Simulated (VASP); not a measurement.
# BaTiO3 (Barioperovskite) (Amm2) in VASP: further runs

BaTiO3 (Barioperovskite) is run at these levels: r2SCAN+U; tasks: single point.

All numbers are computed with VASP 6.6.1; they aren't measurements. Logs are shortened: lines on timing, memory, paths and dates and some standing lists are left out, and cuts for length are marked.

## Step 1: The cell of the first run

Symmetry: Amm2, No. 38, orthorhombic system. Conventional cell: a = 3.986 Å, b = 5.674 Å, c = 5.690 Å, α = 90.00°, β = 90.00°, γ = 90.00°. Ba (site symmetry mm2) has 12 O at 2.77 to 2.92 Å and 8 Ti at 3.42 to 3.53 Å within 3.7 Å. Ti (site symmetry mm2) has 6 O at 1.93 to 2.09 Å within 2.6 Å. O (site symmetry mm2) has 2 Ti at 2.00 Å within 2.6 Å. Within 2.6 Å of O (site symmetry m) lie 2 Ti at 1.93 to 2.09 Å.

## Step 2: Single point, r2SCAN+U

Input file POSCAR:

```
BaTiO3
1.0
    3.9855000000      0.0000000000      0.0000000000
    0.0000000000      2.8369000000      2.8451500000
    0.0000000000     -2.8369000000      2.8451500000
Ba Ti O
1 1 3
Direct
    0.0000000000      0.0000000000      0.0000000000
    0.5000000000      0.5124000000      0.5124000000
    0.0000000000      0.4874000000      0.4874000000
    0.5000000000      0.5052400000      0.9918400000
    0.5000000000      0.9918400000      0.5052400000
```

Input file INCAR.step1:

```
SYSTEM = BaTiO3
PREC     = Accurate       ! precision mode
ENCUT    = 520            ! plane-wave cutoff, eV
ISMEAR   = -1             ! smearing method
SIGMA    = 0.05           ! smearing width, eV
LREAL    = .FALSE.        ! projectors in reciprocal space
LASPH    = .TRUE.         ! aspherical terms in the spheres
NELM     = 150            ! most SCF steps
LMAXMIX  = 4              ! l up to which the mixer works
LDAU     = .TRUE.         ! DFT+U
LDAUTYPE = 2            
LDAUL    = -1 2 -1        ! shell
LDAUU    = 0 2 0          ! U, eV
LDAUJ    = 0 0 0        
NBANDS   = 28             ! bands
GGA      = PE             ! functional
ALGO     = Normal         ! electronic algorithm
EDIFF    = 1E-4           ! SCF threshold, eV
LWAVE    = .TRUE.         ! write WAVECAR
LCHARG   = .FALSE.        ! write CHGCAR
```

Input file INCAR.step2:

```
SYSTEM = BaTiO3
PREC     = Accurate       ! precision mode
ENCUT    = 520            ! plane-wave cutoff, eV
EDIFF    = 1E-6           ! SCF threshold, eV
ISMEAR   = -1             ! smearing method
SIGMA    = 0.05           ! smearing width, eV
LREAL    = .FALSE.        ! projectors in reciprocal space
LASPH    = .TRUE.         ! aspherical terms in the spheres
NELM     = 150            ! most SCF steps
ALGO     = Normal         ! electronic algorithm
ISIF     = 2              ! what is computed and relaxed
LWAVE    = .FALSE.        ! write WAVECAR
LCHARG   = .FALSE.        ! write CHGCAR
LMAXMIX  = 4              ! l up to which the mixer works
LDAU     = .TRUE.         ! DFT+U
LDAUTYPE = 2            
LDAUL    = -1 2 -1        ! shell
LDAUU    = 0 2 0          ! U, eV
LDAUJ    = 0 0 0        
LDAUPRINT= 1            
METAGGA  = R2SCAN         ! meta-GGA
LMIXTAU  = .TRUE.       
NBANDS   = 28             ! bands
ISTART   = 1
```

Input file KPOINTS:

```
Automatic mesh
0
G
  4 4 4
  0 0 0
```

Potentials or basis: VASP PAW PBE potentials, release 64 (Ba_sv, Ti_sv, O).

The run is started by

```bash
$ cat potpaw_PBE.64/Ba_sv/POTCAR potpaw_PBE.64/Ti_sv/POTCAR potpaw_PBE.64/O/POTCAR > POTCAR
$ cp INCAR.step1 INCAR
$ mpirun -np 1 vasp_std > vasp.out
$ cp INCAR.step2 INCAR
$ mpirun -np 1 vasp_std > vasp.out
```

OUTCAR:

```text
SYSTEM = BaTiO3
   PREC = Accurate
   ENCUT = 520
   EDIFF = 1E-6
   ISMEAR = -1
   LREAL = .FALSE.
   LASPH = .TRUE.
   NELM = 150
   ISIF = 2
   METAGGA = R2SCAN
   ISTART = 1

 ion  position               nearest neighbor table
   1  0.000  0.000  0.000-   3 2.77   4 2.81   5 2.81   4 2.81   5 2.81   3 2.84   3 2.84   4 2.84
                             5 2.84   5 2.84   4 2.84   3 2.92   2 3.42   2 3.42   2 3.47   2 3.47
   2  0.500  0.512  0.512-   4 1.93   5 1.93   3 2.00   3 2.00   5 2.09   4 2.09   1 3.42   1 3.42
                             1 3.47   1 3.47   1 3.47   1 3.47   1 3.53   1 3.53
   3  0.000  0.487  0.487-   2 2.00   2 2.00   1 2.77   1 2.84   1 2.84   1 2.92
   4  0.500  0.505  0.992-   2 1.93   2 2.09   1 2.81   1 2.81   1 2.84   1 2.84
   5  0.500  0.992  0.505-   2 1.93   2 2.09   1 2.81   1 2.81   1 2.84   1 2.84

  LATTYP: Found a base centered orthorhombic cell.
 ALAT       =     5.6738000000
 B/A-ratio  =     1.0029081039
 C/A-ratio  =     0.7024392823

  Lattice vectors:

 A1 = (   0.0000000000,   2.8369000000,  -2.8451500000)
 A2 = (   0.0000000000,   2.8369000000,   2.8451500000)
 A3 = (   3.9855000000,   0.0000000000,   0.0000000000)

Analysis of symmetry for initial positions (statically):
=====================================================================
 Subroutine PRICEL returns:
 Original cell was already a primitive cell.

 Routine SETGRP: Setting up the symmetry group for a
 base centered orthorhombic supercell.

 Subroutine GETGRP returns: Found  4 space group operations
 (whereof  4 operations were pure point group operations)
 out of a pool of  8 trial point group operations.

The static configuration has the point symmetry C_2v.

Analysis of symmetry for dynamics (positions and initial velocities):
=====================================================================
 Subroutine PRICEL returns:
 Original cell was already a primitive cell.

 Routine SETGRP: Setting up the symmetry group for a
 base centered orthorhombic supercell.

 Subroutine GETGRP returns: Found  4 space group operations
 (whereof  4 operations were pure point group operations)
[... 156 lines left out ...]
  0.0000  0.0000 -0.0558  0.0000  0.2070

spin component  2

  0.1066  0.0000  0.0000  0.0000  0.0000
  0.0000  0.2405  0.0000  0.0000  0.0000
  0.0000  0.0000  0.1382  0.0000 -0.0558
  0.0000  0.0000  0.0000  0.1084  0.0000
  0.0000  0.0000 -0.0558  0.0000  0.2070

 occupancies and eigenvectors

  o =  0.1066  v =  1.0000  0.0000  0.0000  0.0000  0.0000  0.0000  0.0000  0.0000  0.0000  0.0000      0.0000  0.0000  0.0000  0.0000  0.0000  0.0000  0.0000  0.0000  0.0000  0.0000
  o =  0.1066  v =  0.0000  0.0000  0.0000  0.0000  0.0000  1.0000  0.0000  0.0000  0.0000  0.0000      0.0000  0.0000  0.0000  0.0000  0.0000  0.0000  0.0000  0.0000  0.0000  0.0000
  o =  0.1071  v =  0.0000  0.0000 -0.8731  0.0000 -0.4875  0.0000  0.0000  0.0000  0.0000  0.0000      0.0000  0.0000  0.0000  0.0000  0.0000  0.0000  0.0000  0.0000  0.0000  0.0000
  o =  0.1071  v =  0.0000  0.0000  0.0000  0.0000  0.0000  0.0000  0.0000 -0.8731  0.0000 -0.4875      0.0000  0.0000  0.0000  0.0000  0.0000  0.0000  0.0000  0.0000  0.0000  0.0000
  o =  0.1084  v =  0.0000  0.0000  0.0000  1.0000  0.0000  0.0000  0.0000  0.0000  0.0000  0.0000      0.0000  0.0000  0.0000  0.0000  0.0000  0.0000  0.0000  0.0000  0.0000  0.0000
  o =  0.1084  v =  0.0000  0.0000  0.0000  0.0000  0.0000  0.0000  0.0000  0.0000  1.0000  0.0000      0.0000  0.0000  0.0000  0.0000  0.0000  0.0000  0.0000  0.0000  0.0000  0.0000
  o =  0.2381  v =  0.0000  0.0000  0.0000  0.0000  0.0000  0.0000  0.0000 -0.4875  0.0000  0.8731      0.0000  0.0000  0.0000  0.0000  0.0000  0.0000  0.0000  0.0000  0.0000  0.0000
  o =  0.2381  v =  0.0000  0.0000 -0.4875  0.0000  0.8731  0.0000  0.0000  0.0000  0.0000  0.0000      0.0000  0.0000  0.0000  0.0000  0.0000  0.0000  0.0000  0.0000  0.0000  0.0000
  o =  0.2405  v =  0.0000  0.0000  0.0000  0.0000  0.0000  0.0000  1.0000  0.0000  0.0000  0.0000      0.0000  0.0000  0.0000  0.0000  0.0000  0.0000  0.0000  0.0000  0.0000  0.0000
  o =  0.2405  v =  0.0000  1.0000  0.0000  0.0000  0.0000  0.0000  0.0000  0.0000  0.0000  0.0000      0.0000  0.0000  0.0000  0.0000  0.0000  0.0000  0.0000  0.0000  0.0000  0.0000

 number of electron      39.9999994 magnetization

 Free energy of the ion-electron system (eV)
  ---------------------------------------------------
  ext. energy  EPLUGINS =         0.00000000
  ---------------------------------------------------
  free energy    TOTEN  =       -72.89430507 eV

  energy without entropy =      -72.89430507  energy(sigma->0) =      -72.89430507

 E-fermi :   4.8313     XC(G=0): -11.8984

 val. band max:        3.5732284765   @ k =   0.5000   0.5000   0.5000
 cond. band min:       6.0526339598   @ k =   0.0000   0.0000   0.0000
 fundamental gap:      2.4794054833
 Fermi energy:         4.8313259815

 k-point     1 :       0.0000    0.0000    0.0000
  band No.  band energies     occupation
      1     -55.7806      2.00000
      2     -30.9265      2.00000
      3     -30.9252      2.00000
      4     -30.9103      2.00000
      5     -21.9196      2.00000
      6     -14.3062      2.00000
[... 640 lines left out ...]
     27      11.7274      0.00000
     28      11.7967      0.00000

------------------------ aborting loop because EDIFF is reached ----------------------------------------

  FORCE on cell =-STRESS in cart. coord.  units (eV):
  Direction    XX          YY          ZZ          XY          YZ          ZX
  --------------------------------------------------------------------------------------
  -------------------------------------------------------------------------------------
  Total        1.1274067      1.2116242      0.9313543      0.0000000      0.0000000      0.0000000
  in kB       28.0756085     30.1728636     23.1933513      0.0000000      0.0000000      0.0000000
  external PRESSURE =      27.1472745 kB  Pullay stress =       0.0000000 kB

 VOLUME and BASIS-vectors are now :
 -----------------------------------------------------------------------------
  energy-cutoff  :      520.00
  volume of cell :       64.34
      direct lattice vectors                 reciprocal lattice vectors
     3.985500000  0.000000000  0.000000000     0.250909547  0.000000000  0.000000000
     0.000000000  2.836900000  2.845150000     0.000000000  0.176248722  0.175737659
     0.000000000 -2.836900000  2.845150000     0.000000000 -0.176248722  0.175737659

 POSITION                                       TOTAL-FORCE (eV/Angst)
 -----------------------------------------------------------------------------------
      0.00000      0.00000      0.00000         0.000000     -0.000000      0.171262
      1.99275      0.00000      2.91571         0.000000     -0.000000     -0.139926
      0.00000      0.00000      2.77345         0.000000     -0.000000      0.252665
      1.99275     -1.38044      4.25942         0.000000     -0.146409     -0.142001
      1.99275      1.38044      4.25942         0.000000      0.146409     -0.142001
 -----------------------------------------------------------------------------------
    total drift:                                0.000000      0.000001      0.001536

  FREE ENERGIE OF THE ION-ELECTRON SYSTEM (eV)
  ---------------------------------------------------
  free  energy   TOTEN  =       -72.8943050651 eV

  energy  without entropy=      -72.8943050651  energy(sigma->0) =      -72.89430507
```

Wall time 66 s (1 thread of Intel Xeon 6975P-C (Granite Rapids), shared host); peak memory 0.19 GiB.

What came out:

* Free energy: -72.8943 eV
* Pressure: 2.7 GPa
* Largest force: 0.253 eV/Å
* Band gap on the k mesh: 2.48 eV, indirect (least direct gap 2.72 eV)

Forces on the atoms (eV/Å):
```
Ba   0.000  0.000  0.171
Ti   0.000  0.000 -0.140
O    0.000  0.000  0.253
O    0.000 -0.146 -0.142
O    0.000  0.146 -0.142
```

Stress tensor (GPa, compression positive):
```
2.81 0.00 0.00
0.00 3.02 0.00
0.00 0.00 2.32
```

Eigenvalues of the final occupation matrices:
```
    site  spin  trace               eigenvalues
site 2 d     1   0.80  0.11 0.11 0.11 0.24 0.24
site 2 d     2   0.80  0.11 0.11 0.11 0.24 0.24
```

Caveat: the PAW data sets were made with another functional, which shifts forces and pressure a little; spin-orbit coupling is left out, which moves the levels of the heavy elements. A k mesh can miss the band edges.

## Step 3: Single point, r2SCAN+U

POSCAR is that of step 2.

Input file INCAR.step1:

```
SYSTEM = BaTiO3
  PREC = Accurate
  ENCUT = 520
  ISMEAR = -1
  SIGMA = 0.05
  LREAL = .FALSE.
  LASPH = .TRUE.
  NELM = 150
  LMAXMIX = 4
  LDAU = .TRUE.
  LDAUTYPE = 2
  LDAUL = -1 2 -1
  LDAUU = 0 4 0
  LDAUJ = 0 0 0
  NBANDS = 28
  GGA = PE
  ALGO = Normal
  EDIFF = 1E-4
  LWAVE = .TRUE.
  LCHARG = .FALSE.
```

Input file INCAR.step2:

```
SYSTEM = BaTiO3
  PREC = Accurate
  ENCUT = 520
  EDIFF = 1E-6
  ISMEAR = -1
  SIGMA = 0.05
  LREAL = .FALSE.
  LASPH = .TRUE.
  NELM = 150
  ALGO = Normal
  ISIF = 2
  LWAVE = .FALSE.
  LCHARG = .FALSE.
  LMAXMIX = 4
  LDAU = .TRUE.
  LDAUTYPE = 2
  LDAUL = -1 2 -1
  LDAUU = 0 4 0
  LDAUJ = 0 0 0
  LDAUPRINT = 1
  METAGGA = R2SCAN
  LMIXTAU = .TRUE.
  NBANDS = 28
  ISTART = 1
```

Input file KPOINTS:

```
regular mesh
0
G
  4 4 4
  0 0 0
```

Potentials or basis: VASP PAW PBE potentials, release 64 (Ba_sv, Ti_sv, O).

The run is started by

```bash
$ cat potpaw_PBE.64/Ba_sv/POTCAR potpaw_PBE.64/Ti_sv/POTCAR potpaw_PBE.64/O/POTCAR > POTCAR
$ cp INCAR.step1 INCAR
$ mpirun -np 1 vasp_std > vasp.out
$ cp INCAR.step2 INCAR
$ mpirun -np 1 vasp_std > vasp.out
```

OUTCAR:

```text
SYSTEM = BaTiO3
   PREC = Accurate
   ENCUT = 520
   EDIFF = 1E-6
   ISMEAR = -1
   LREAL = .FALSE.
   LASPH = .TRUE.
   NELM = 150
   ISIF = 2
   METAGGA = R2SCAN
   ISTART = 1

 ion  position               nearest neighbor table
   1  0.000  0.000  0.000-   3 2.77   4 2.81   5 2.81   4 2.81   5 2.81   3 2.84   3 2.84   4 2.84
                             5 2.84   5 2.84   4 2.84   3 2.92   2 3.42   2 3.42   2 3.47   2 3.47
   2  0.500  0.512  0.512-   4 1.93   5 1.93   3 2.00   3 2.00   5 2.09   4 2.09   1 3.42   1 3.42
                             1 3.47   1 3.47   1 3.47   1 3.47   1 3.53   1 3.53
[... 891 lines left out ...]
  -------------------------------------------------------------------------------------
  Total        1.7962215      1.8911135      1.5995260      0.0000000      0.0000000      0.0000000
  in kB       44.7309862     47.0940652     39.8327130      0.0000000      0.0000000      0.0000000
  external PRESSURE =      43.8859215 kB  Pullay stress =       0.0000000 kB

 VOLUME and BASIS-vectors are now :
 -----------------------------------------------------------------------------
  energy-cutoff  :      520.00
  volume of cell :       64.34
      direct lattice vectors                 reciprocal lattice vectors
     3.985500000  0.000000000  0.000000000     0.250909547  0.000000000  0.000000000
     0.000000000  2.836900000  2.845150000     0.000000000  0.176248722  0.175737659
     0.000000000 -2.836900000  2.845150000     0.000000000 -0.176248722  0.175737659

 POSITION                                       TOTAL-FORCE (eV/Angst)
 -----------------------------------------------------------------------------------
      0.00000      0.00000      0.00000         0.000000     -0.000000      0.178374
      1.99275      0.00000      2.91571         0.000000     -0.000000     -0.466321
      0.00000      0.00000      2.77345         0.000000     -0.000000      0.263931
      1.99275     -1.38044      4.25942         0.000000     -0.287281      0.012008
      1.99275      1.38044      4.25942         0.000000      0.287281      0.012008
 -----------------------------------------------------------------------------------
    total drift:                                0.000000      0.000001      0.003184

  FREE ENERGIE OF THE ION-ELECTRON SYSTEM (eV)
  ---------------------------------------------------
  free  energy   TOTEN  =       -71.6185585819 eV

  energy  without entropy=      -71.6185585819  energy(sigma->0) =      -71.61855858
```

OSZICAR.step1:

```text
N       E                     dE             d eps       ncg     rms          rms(c)
DAV:   1     0.445213906544E+03    0.44521E+03   -0.20630E+04  1176   0.154E+03
DAV:   2    -0.338412639301E+01   -0.44860E+03   -0.42481E+03  1380   0.434E+02
DAV:   3    -0.471314498795E+02   -0.43747E+02   -0.43412E+02  1676   0.135E+02
DAV:   4    -0.491380787850E+02   -0.20066E+01   -0.20023E+01  1760   0.247E+01
DAV:   5    -0.492008288669E+02   -0.62750E-01   -0.62740E-01  1640   0.328E+00    0.234E+01
DAV:   6    -0.372104091910E+02    0.11990E+02   -0.57511E+01  1728   0.674E+01    0.906E+00
DAV:   7    -0.372917773440E+02   -0.81368E-01   -0.62303E+00  1536   0.153E+01    0.548E+00
DAV:   8    -0.373181052945E+02   -0.26328E-01   -0.14620E+00  1440   0.106E+01    0.252E+00
DAV:   9    -0.372599174617E+02    0.58188E-01   -0.25584E-01  1436   0.496E+00    0.101E+00
DAV:  10    -0.372735774681E+02   -0.13660E-01   -0.11430E-01  1408   0.216E+00    0.107E+00
DAV:  11    -0.372577006461E+02    0.15877E-01   -0.64263E-02  1528   0.232E+00    0.174E-01
DAV:  12    -0.372575255924E+02    0.17505E-03   -0.29805E-03  1356   0.521E-01    0.508E-02
DAV:  13    -0.372575815611E+02   -0.55969E-04   -0.40418E-04  1484   0.139E-01
   1 F= -.37257582E+02 E0= -.37257582E+02  d E =-.447502E-10
```

Wall time 68 s (1 thread of Intel Xeon 6975P-C (Granite Rapids), shared host); peak memory 0.19 GiB.

What came out:

```yaml
Free_energy: -71.6186 eV
Pressure: 4.4 GPa
Largest_force: 0.466 eV/Å
Band_gap_on_the_k_mesh: 2.75 eV, indirect (least direct gap 3.00 eV)
```

Forces in eV/Å, atoms in the order of the input:
```
Ba   0.000  0.000  0.178
Ti   0.000  0.000 -0.466
O    0.000  0.000  0.264
O    0.000 -0.287  0.012
O    0.000  0.287  0.012
```

Stress tensor (GPa, compression positive):
```
4.47 0.00 0.00
0.00 4.71 0.00
0.00 0.00 3.98
```

Eigenvalues of the final occupation matrices:
| site | spin | trace | eigenvalues |
| --- | --- | --- | --- |
| site 2 d | 1 | 0.76 | 0.10 0.10 0.10 0.23 0.24 |
| site 2 d | 2 | 0.76 | 0.10 0.10 0.10 0.23 0.24 |

Caveat: the PAW data sets were made with another functional, which shifts forces and pressure a little; spin-orbit coupling is left out, which moves the levels of the heavy elements.

## Step 4: Single point, r2SCAN+U

POSCAR is that of step 3.

Input file INCAR.step1:

```
PREC = Accurate ; ENCUT = 520
ISMEAR = -1 ; SIGMA = 0.05
LREAL = F ; LASPH = T
NELM = 150 ; LMAXMIX = 4
LDAU = T ; LDAUTYPE = 2
LDAUL = -1 2 -1 ; LDAUU = 0 6 0
LDAUJ = 0 0 0 ; NBANDS = 28
GGA = PE ; ALGO = Normal
EDIFF = 1E-4 ; LWAVE = T
LCHARG = F
```

Input file INCAR.step2:

```
PREC = Accurate ; ENCUT = 520
EDIFF = 1E-6 ; ISMEAR = -1
SIGMA = 0.05 ; LREAL = F
LASPH = T ; NELM = 150
ALGO = Normal ; ISIF = 2
LWAVE = F ; LCHARG = F
LMAXMIX = 4 ; LDAU = T
LDAUTYPE = 2 ; LDAUL = -1 2 -1
LDAUU = 0 6 0 ; LDAUJ = 0 0 0
LDAUPRINT = 1 ; METAGGA = R2SCAN
LMIXTAU = T ; NBANDS = 28
ISTART = 1
```

Input file KPOINTS:

```
regular mesh
0
Gamma
  4 4 4
```

The run is started by

```bash
$ cat potpaw_PBE.64/Ba_sv/POTCAR potpaw_PBE.64/Ti_sv/POTCAR potpaw_PBE.64/O/POTCAR > POTCAR
$ cp INCAR.step1 INCAR
$ mpirun -np 1 vasp_std > vasp.out
$ cp INCAR.step2 INCAR
$ mpirun -np 1 vasp_std > vasp.out
```

Run time: 71 s. Hardware: 1 thread of Intel Xeon 6975P-C (Granite Rapids), shared host; peak memory 0.19 GiB.

Results (log left out):

- Free energy: -70.3976 eV
- Pressure: 6.1 GPa
- Largest force: 0.791 eV/Å
- Band gap on the k mesh: 3.04 eV, indirect (least direct gap 3.31 eV)

Forces on the atoms (eV/Å):
```
Ba   0.000  0.000  0.185
Ti   0.000  0.000 -0.791
O    0.000  0.000  0.273
O    0.000 -0.430  0.166
O    0.000  0.430  0.166
```

Stress tensor (GPa, compression positive):
```
6.18 0.00 0.00
0.00 6.45 0.00
0.00 0.00 5.69
```

Levels at points of the mesh, in eV from the valence-band top:
| k point | band 17 | band 18 | band 19 | band 20 | band 21 | band 22 | band 23 | band 24 |
| --- | --- | --- | --- | --- | --- | --- | --- | --- |
| (0.00, 0.00, 0.00) | -1.14 | -0.35 | -0.31 | -0.27 | 3.04 | 3.08 | 3.19 | 4.39 |
| (0.50, 0.00, 0.00) | -1.70 | -1.65 | -0.94 | -0.90 | 3.27 | 4.38 | 4.64 | 4.73 |
| (0.00, 0.50, 0.00) | -1.71 | -1.61 | -0.91 | -0.87 | 3.31 | 4.44 | 4.67 | 4.70 |
| (0.50, 0.50, 0.00) | -2.00 | -0.93 | -0.92 | -0.09 | 4.70 | 4.71 | 5.13 | 5.14 |
| (0.00, 0.50, 0.50) | -1.93 | -0.96 | -0.92 | -0.14 | 4.69 | 4.74 | 5.14 | 5.26 |
| (0.50, 0.50, 0.50) | -2.27 | -0.05 | -0.01 | 0.00 | 5.32 | 5.37 | 5.39 | 7.17 |

Eigenvalues of the final occupation matrices:
| site | spin | trace | eigenvalues |
| --- | --- | --- | --- |
| site 2 d | 1 | 0.73 | 0.09 0.09 0.09 0.23 0.23 |
| site 2 d | 2 | 0.73 | 0.09 0.09 0.09 0.23 0.23 |

Caveat: the PAW data sets were made with another functional, which shifts forces and pressure a little; spin-orbit coupling is left out, which moves the levels of the heavy elements. A k mesh can miss the band edges.

(Part 1 of 2 ends here.)
